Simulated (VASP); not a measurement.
# CuCl (F-43m) in VASP: settings compared

Aim: see how the results for CuCl move with the level of theory and the settings. Levels: r2SCAN, PBE. Tasks: G0W0 quasiparticle levels.

Program: VASP 6.6.1. These are calculated values, not measurements. Logs are shortened: lines on timing, memory, paths and dates and some standing lists are left out, and cuts for length are marked.

## 1. The cell of the first run

The structure is cubic, space group F-43m (No. 216). Conventional cell: a = 5.420 Å, b = 5.420 Å, c = 5.420 Å, α = 90.00°, β = 90.00°, γ = 90.00°. Cu (site symmetry -43m) has 4 Cl at 2.35 Å within 3.1 Å. Cl (site symmetry -43m) has 4 Cu at 2.35 Å within 3.1 Å.

## 2. G0W0 quasiparticle levels, r2SCAN

POSCAR

```
CuCl
1.0
    0.0000000000      2.7100000000      2.7100000000
    2.7100000000      0.0000000000      2.7100000000
    2.7100000000      2.7100000000      0.0000000000
Cu Cl
1 1
Direct
    0.0000000000      0.0000000000      0.0000000000
    0.2500000000      0.2500000000      0.2500000000
```

INCAR.step1

```
SYSTEM = CuCl
  PREC = Accurate
  ENCUT = 500
  EDIFF = 1E-8
  ISMEAR = 0
  SIGMA = 0.01
  LREAL = .FALSE.
  LASPH = .TRUE.
  NELM = 80
  ALGO = Normal
  LWAVE = .TRUE.
  LCHARG = .FALSE.
  METAGGA = R2SCAN
  LMIXTAU = .TRUE.
```

INCAR.step2

```
SYSTEM = CuCl
  PREC = Accurate
  ENCUT = 500
  EDIFF = 1E-8
  ISMEAR = 0
  SIGMA = 0.01
  LREAL = .FALSE.
  LASPH = .TRUE.
  NELM = 1
  ALGO = Exact
  LWAVE = .TRUE.
  LCHARG = .FALSE.
  METAGGA = R2SCAN
  LMIXTAU = .TRUE.
  NBANDS = 196
  LOPTICS = .TRUE.
  ISTART = 1
```

INCAR.step3

```
SYSTEM = CuCl
  PREC = Accurate
  ENCUT = 500
  EDIFF = 1E-8
  ISMEAR = 0
  SIGMA = 0.01
  LREAL = .FALSE.
  LASPH = .TRUE.
  ALGO = EVGW0
  LWAVE = .FALSE.
  LCHARG = .FALSE.
  METAGGA = R2SCAN
  LMIXTAU = .TRUE.
  NELMGW = 1
  NBANDS = 196
  ENCUTGW = 113.3
  NOMEGA = 48
  PRECFOCK = Fast
  ISTART = 1
  NBANDSGW = 17
```

KPOINTS

```
Automatic mesh
0
G
  4 4 4
  0 0 0
```

Potentials or basis: VASP PAW PBE potentials, release 64 (Cu_GW, Cl_GW).

Run with:

```
cat potpaw_PBE.64/Cu_GW/POTCAR potpaw_PBE.64/Cl_GW/POTCAR > POTCAR
cp INCAR.step1 INCAR
mpirun -np 1 vasp_std > vasp.out
cp INCAR.step2 INCAR
mpirun -np 1 vasp_std > vasp.out
cp INCAR.step3 INCAR
mpirun -np 1 vasp_std > vasp.out
```

OUTCAR:

```text
SYSTEM = CuCl
   PREC = Accurate
   ENCUT = 500
   EDIFF = 1E-8
   ISMEAR = 0
   LREAL = .FALSE.
   LASPH = .TRUE.
   METAGGA = R2SCAN
   NELMGW = 1
   ENCUTGW = 113.3
   PRECFOCK = Fast
   ISTART = 1

 ion  position               nearest neighbor table
   1  0.000  0.000  0.000-   2 2.35   2 2.35   2 2.35   2 2.35
   2  0.250  0.250  0.250-   1 2.35   1 2.35   1 2.35   1 2.35

  LATTYP: Found a face centered cubic cell.
 ALAT       =     5.4200000000

  Lattice vectors:

 A1 = (   0.0000000000,   2.7100000000,   2.7100000000)
 A2 = (   2.7100000000,   0.0000000000,   2.7100000000)
 A3 = (   2.7100000000,   2.7100000000,   0.0000000000)

Analysis of symmetry for initial positions (statically):
=====================================================================
 Subroutine PRICEL returns:
 Original cell was already a primitive cell.

 Routine SETGRP: Setting up the symmetry group for a
 face centered cubic supercell.

 Subroutine GETGRP returns: Found 24 space group operations
 (whereof 24 operations were pure point group operations)
 out of a pool of 48 trial point group operations.

The static configuration has the point symmetry T_d .

Analysis of symmetry for dynamics (positions and initial velocities):
=====================================================================
 Subroutine PRICEL returns:
 Original cell was already a primitive cell.

 Routine SETGRP: Setting up the symmetry group for a
 face centered cubic supercell.

 Subroutine GETGRP returns: Found 24 space group operations
 (whereof 24 operations were pure point group operations)
 out of a pool of 48 trial point group operations.

The dynamic configuration has the point symmetry T_d .

 Subroutine INISYM returns: Found 24 space group operations
 (whereof 24 operations are pure point group operations),
 and found     1 'primitive' translations

----------------------------------------------------------------------------------------

                                     Primitive cell

  volume of cell :      39.8050

  direct lattice vectors                    reciprocal lattice vectors
[... 46 lines left out ...]
  0.500000  0.000000  0.000000      4.000000
  0.250000  0.250000  0.000000      6.000000
  0.500000  0.250000  0.000000     24.000000
 -0.250000  0.250000  0.000000     12.000000
  0.500000  0.500000  0.000000      3.000000
 -0.250000  0.500000  0.250000      6.000000
   k-points           NKPTS =      8   k-points in BZ     NKDIM =     64   number of bands    NBANDS=    196
   number of dos      NEDOS =    301   number of ions     NIONS =      2
   total plane-waves  NPLWV =  21952
   dimension x,y,z NGX =    28 NGY =   28 NGZ =   28
   dimension x,y,z NGXF=    56 NGYF=   56 NGZF=   56
   ions per type =               1   1
   NGX,Y,Z   is equivalent  to a cutoff of  12.15, 12.15, 12.15 a.u.
   NGXF,Y,Z  is equivalent  to a cutoff of  24.29, 24.29, 24.29 a.u.
 SYSTEM =  CuCl
   PREC   = accura    normal or accurate (medium, high low for compatibility)
   ISTART =      1    job   : 0-new  1-cont  2-samecut
   ICHARG =      0    charge: 1-file 2-atom 10-const
   ISPIN  =      1    spin polarized calculation?
   LNONCOLLINEAR =      F non collinear calculations
   LSORBIT =      F    spin-orbit coupling
   LASPH  =      T    aspherical Exc in radial PAW
   ENCUT  =  500.0 eV  36.75 Ry    6.06 a.u.   6.99  6.99  6.99*2*pi/ulx,y,z
   NELM   =     60;   NELMIN=  2; NELMDL=  0     # of ELM steps
   EDIFF  = 0.1E-07   stopping-criterion for ELM
   LREAL  =      F    real-space projection
   EDIFFG = 0.1E-06   stopping-criterion for IOM
   NSW    =      0    number of steps for IOM
   IBRION =     -1    ionic relax: 0-MD 1-quasi-New 2-CG
   NFREE  =      0    steps in history (QN), initial steepest desc. (CG)
   ISIF   =      0    stress and relaxation
   ISYM   =      3    0-nonsym 1-usesym 2-fastsym
   POTIM  = 0.5000    time-step for ionic-motion
   TEBEG  =    0.0;   TEEND  =   0.0 temperature during run
   PSTRESS=    0.0 pullay stress
   NELECT =      18.0000    total number of electrons
   NUPDOWN=      -1.0000    fix difference up-down
   EMIN   =  10.00;   EMAX   =-10.00  energy-range for DOS
   EFERMI =   0.00;   METHOD = LEGACY
   ISMEAR =     0;   SIGMA  =   0.01  broadening in eV -4-tet -1-fermi 0-gaus
   EFERMI_NEDOS =   21; number of points for ismear=-14 and -15
   IALGO  =     38    algorithm
   IMIX   =      4    mixing-type and parameters
     AMIX     =   0.40;   BMIX     =  1.00
     AMIX_MAG =   1.60;   BMIX_MAG =  1.00
  volume/ion in A,a.u.               =      19.90       134.31
  Fermi-wavevector in a.u.,A,eV,Ry     =   1.256569  2.374571 21.483135  1.578966
  Thomas-Fermi vector in A             =   2.390271
   LORBIT       =      0    0 simple, 1 ext, 2 COOP (PROOUT), +10 PAW based schemes
   METAGGA = R2SCAN    functional components
   LHFCALC =     T    Hartree Fock is set to
   PRECFOCK=fast      Normal, Fast or Accurate (Low or Medium for compatibility)
   ENCUT4O =  -1.0   cutoff for four orbital integrals eV
   NKREDX  =     1    reduce k-point grid by
   NKREDY  =     1    reduce k-point grid by
   NKREDZ  =     1    reduce k-point grid by
   AEXX    =    1.0000 exact exchange contribution
   HFSCREEN=    0.0000 screening length (either q_TF or 0.3 A-1)
   HFSCREENC=   0.0000 screening length for correlation (either q_TF or 0.3 A-1)
   ENCUTFOCK=  -1.0 apply spherical cutoff to Coloumb kernel
   IVDW    =     0    specifies the selected vdW correction
   LEPSILON=     F    determine dielectric tensor
   LRPA    =     F    only Hartree local field effects (RPA)
   LRPAFORCE           =     F    calculate RPA forces
   ENCUTGW             = 113.3    cutoff for response function in eV
   ENCUTGWSOFT         =  90.6    soft cutoff for Coulomb kernel in GW response function in eV
   ENCUTLF             =  -1.0    cutoff for local field effects
   NELMGW              =     1    number of iterations in solving QP/BSE equation
   NELMHF              =     1    number of iterations in the inner HF iteration
   NKREDLFX            =     1    NKREDLFY  =   1   NKREDLFZ  =   1
 non-spin polarized calculation
 Gauss-broadening in eV      SIGMA  =   0.01
  energy-cutoff  :      500.00
  volume of cell :       39.81
 maximum number of plane-waves:      1036
  NGX = 16; NGY = 16; NGZ = 16
   NGX = 13   NGY = 13   NGZ = 13
 maximum number of plane-waves:       116
 NGX is ok and might be reduce to    14

 QP shifts <psi_nk| G(iteration)W_0 |psi_nk>: iteration 1
 for sc-GW calculations column KS-energies equals QP-energies in previous step
 and V_xc(KS)=  KS-energies - (<T + V_ion + V_H > + <T+V_H+V_ion>^1  + <V_x>^1)

 k-point   1 :       0.0000    0.0000    0.0000
  band No.  KS-energies  QP-energies   sigma(KS)   V_xc(KS)     V^pw_x(r,r')   Z            occupation Imag(sigma)

      1     -14.9884     -15.0185     -15.9422     -15.8953     -24.1749       0.6422       2.0000       1.3106
      2      -2.3316      -3.0507     -16.6674     -15.6438     -21.0767       0.7025       2.0000       0.2994
      3      -2.3316      -3.0507     -16.6674     -15.6438     -21.0767       0.7025       2.0000       0.2994
      4      -2.3316      -3.0507     -16.6674     -15.6438     -21.0767       0.7025       2.0000       0.2994
      5       1.3862       0.5588     -20.8468     -19.5861     -28.6466       0.6563       2.0000       0.2146
      6       1.3862       0.5588     -20.8468     -19.5861     -28.6466       0.6563       2.0000       0.2146
[... 143 lines left out ...]
      3      -3.1829      -4.0362     -15.2363     -14.0540     -18.8970       0.7217       2.0000       0.2735
      4      -2.5575      -3.3799     -15.5700     -14.4448     -18.8303       0.7309       2.0000       0.2150
      5       1.1863       0.3412     -19.4017     -18.1243     -26.6465       0.6616       2.0000       0.2330
      6       1.2900       0.4873     -20.6665     -19.4387     -28.4419       0.6538       2.0000       0.2282
[... 9 lines left out ...]
     16      16.9349      17.2750      -9.5260      -9.9573      -4.2998       0.7886       0.0000      -0.4743
     17      17.3054      17.9845     -10.4928     -11.3526      -4.8931       0.7899       0.0000      -0.4681
```

OUTCAR.step1:

```text
SYSTEM = CuCl
   PREC = Accurate
   ENCUT = 500
   EDIFF = 1E-8
   ISMEAR = 0
   LREAL = .FALSE.
   LASPH = .TRUE.
[... 329 lines left out ...]
      0.00000      0.00000      0.00000         0.000000      0.000000      0.000000
      1.35500      1.35500      1.35500        -0.000000     -0.000000     -0.000000
 -----------------------------------------------------------------------------------
    total drift:                                0.000009      0.000009      0.000009

  FREE ENERGIE OF THE ION-ELECTRON SYSTEM (eV)
  ---------------------------------------------------
  free  energy   TOTEN  =       -17.9671891198 eV

  energy  without entropy=      -17.9671891198  energy(sigma->0) =      -17.96718912
```

Wall time 8.8 min (1 thread of Intel Xeon 8259CL, shared host); peak memory 0.41 GiB.

Results:

```yaml
Quasiparticle_gap: 1.91 eV
Least_direct_quasiparticle_gap: 1.91 eV
Band_gap_of_the_starting_levels_on_the_mesh: 0.87 eV
Least_direct_gap_of_the_starting_levels_on_the_mesh: 0.87 eV
```

Caveat: the k points lie up to 0.50 Å⁻¹ apart; bands, screening cutoff and mesh are small and nothing is extrapolated, so the quasiparticle values aren't converged.

## 3. G0W0 quasiparticle levels, PBE

POSCAR is that of step 2.

INCAR.step1

```
SYSTEM = CuCl
PREC = Accurate
ENCUT = 500
EDIFF = 1E-8
ISMEAR = 0
SIGMA = 0.01
LREAL = .False.
LASPH = .True.
NELM = 60
ALGO = Normal
LWAVE = .True.
LCHARG = .False.
GGA = PE
```

INCAR.step2

```
SYSTEM = CuCl
PREC = Accurate
ENCUT = 500
EDIFF = 1E-8
ISMEAR = 0
SIGMA = 0.01
LREAL = .False.
LASPH = .True.
NELM = 1
ALGO = Exact
LWAVE = .True.
LCHARG = .False.
GGA = PE
NBANDS = 563
LOPTICS = .True.
ISTART = 1
```

INCAR.step3

```
SYSTEM = CuCl
PREC = Accurate
ENCUT = 500
EDIFF = 1E-8
ISMEAR = 0
SIGMA = 0.01
LREAL = .False.
LASPH = .True.
ALGO = EVGW0
LWAVE = .False.
LCHARG = .False.
GGA = PE
NELMGW = 1
NBANDS = 563
ENCUTGW = 200
NOMEGA = 48
PRECFOCK = Fast
ISTART = 1
NBANDSGW = 17
```

KPOINTS

```
Automatic mesh
0
Gamma
  2 2 2
  0 0 0
```

Potentials or basis: VASP PAW PBE potentials, release 64 (Cu_GW, Cl_GW).

Run with:

```
cat potpaw_PBE.64/Cu_GW/POTCAR potpaw_PBE.64/Cl_GW/POTCAR > POTCAR
cp INCAR.step1 INCAR
mpirun -np 1 vasp_std > vasp.out
cp INCAR.step2 INCAR
mpirun -np 1 vasp_std > vasp.out
cp INCAR.step3 INCAR
mpirun -np 1 vasp_std > vasp.out
```

OUTCAR:

```text
SYSTEM = CuCl
   PREC = Accurate
   ENCUT = 500
   EDIFF = 1E-8
   ISMEAR = 0
   LREAL = .False.
   LASPH = .True.
   GGA = PE
   NELMGW = 1
   ENCUTGW = 200
   PRECFOCK = Fast
   ISTART = 1

 ion  position               nearest neighbor table
   1  0.000  0.000  0.000-   2 2.35   2 2.35   2 2.35   2 2.35
   2  0.250  0.250  0.250-   1 2.35   1 2.35   1 2.35   1 2.35

  LATTYP: Found a face centered cubic cell.
 ALAT       =     5.4200000000

  Lattice vectors:

[... 149 lines left out ...]
   ENCUTGWSOFT         = 160.0    soft cutoff for Coulomb kernel in GW response function in eV
   ENCUTLF             =  -1.0    cutoff for local field effects
   NELMGW              =     1    number of iterations in solving QP/BSE equation
   NELMHF              =     1    number of iterations in the inner HF iteration
   NKREDLFX            =     1    NKREDLFY  =   1   NKREDLFZ  =   1
 non-spin polarized calculation
 Gauss-broadening in eV      SIGMA  =   0.01
  energy-cutoff  :      500.00
  volume of cell :       39.81
 maximum number of plane-waves:      1008
 NGX is ok and might be reduce to    28
  NGX = 16; NGY = 16; NGZ = 16
   NGX = 13   NGY = 13   NGZ = 13
 maximum number of plane-waves:       266

 QP shifts <psi_nk| G(iteration)W_0 |psi_nk>: iteration 1
 for sc-GW calculations column KS-energies equals QP-energies in previous step
 and V_xc(KS)=  KS-energies - (<T + V_ion + V_H > + <T+V_H+V_ion>^1  + <V_x>^1)

 k-point   1 :       0.0000    0.0000    0.0000
  band No.  KS-energies  QP-energies   sigma(KS)   V_xc(KS)     V^pw_x(r,r')   Z            occupation Imag(sigma)

      1     -13.7555     -14.4344     -16.0108     -14.9016     -24.1383       0.6121       2.0000       1.3270
      2      -1.7574      -2.6095     -16.6106     -15.2945     -21.7283       0.6475       2.0000       0.4169
      3      -1.7574      -2.6095     -16.6106     -15.2945     -21.7283       0.6475       2.0000       0.4169
      4      -1.7574      -2.6095     -16.6106     -15.2945     -21.7283       0.6475       2.0000       0.4169
      5       1.4424       0.7566     -20.1000     -18.9287     -28.5375       0.5855       2.0000       0.2039
      6       1.4424       0.7566     -20.1000     -18.9287     -28.5375       0.5855       2.0000       0.2039
[... 38 lines left out ...]
      3      -1.8512      -2.8093     -15.7515     -14.3146     -19.5791       0.6668       2.0000       0.2833
      4      -1.8512      -2.8093     -15.7515     -14.3146     -19.5791       0.6668       2.0000       0.2833
      5       1.3341       0.6509     -18.8723     -17.7128     -26.9422       0.5892       2.0000       0.2462
      6       1.5639       0.8959     -19.5036     -18.3824     -27.2896       0.5958       2.0000       0.1918
[... 9 lines left out ...]
     16      16.6390      17.0305     -11.8506     -12.4222      -5.8104       0.6850       0.0000      -0.4499
     17      16.6390      17.0305     -11.8506     -12.4222      -5.8104       0.6850       0.0000      -0.4499
```

OUTCAR.step2:

```text
SYSTEM = CuCl
   PREC = Accurate
   ENCUT = 500
   EDIFF = 1E-8
[... 605 lines left out ...]
  --------------------------------------------------------------------------------------------------------------
     0.00000   -93.28020   -93.28020   -93.28020     0.00000    -0.00000     0.00000
     4.16868     6.10326     6.10326     6.10326     0.00000    -0.00000     0.00000
     8.33736    -5.03244    -5.03244    -5.03244     0.00000     0.00000     0.00000
    12.50605    -2.62702    -2.62702    -2.62702    -0.00000     0.00000    -0.00000
    16.67473     0.17015     0.17015     0.17015    -0.00000    -0.00000    -0.00000
    20.84341    -0.10757    -0.10757    -0.10757     0.00000     0.00000    -0.00000
[... 92 lines left out ...]
   408.53086     0.99533     0.99533     0.99533     0.00000     0.00000    -0.00000
   412.69955     0.99543     0.99543     0.99543     0.00000     0.00000    -0.00000
```

Run time: 32 s. Hardware: 1 thread of Intel Xeon 6975P-C (Granite Rapids), shared host; peak memory 0.31 GiB.

What came out:

```yaml
Quasiparticle_gap: 1.21 eV
Least_direct_quasiparticle_gap: 1.21 eV
Band_gap_of_the_starting_levels_on_the_mesh: 0.62 eV
Least_direct_gap_of_the_starting_levels_on_the_mesh: 0.62 eV
```

Caveat: the k points lie up to 1.00 Å⁻¹ apart; bands, screening cutoff and mesh are small and nothing is extrapolated, so the quasiparticle values aren't converged.

(Continued in part 2 of 3.)
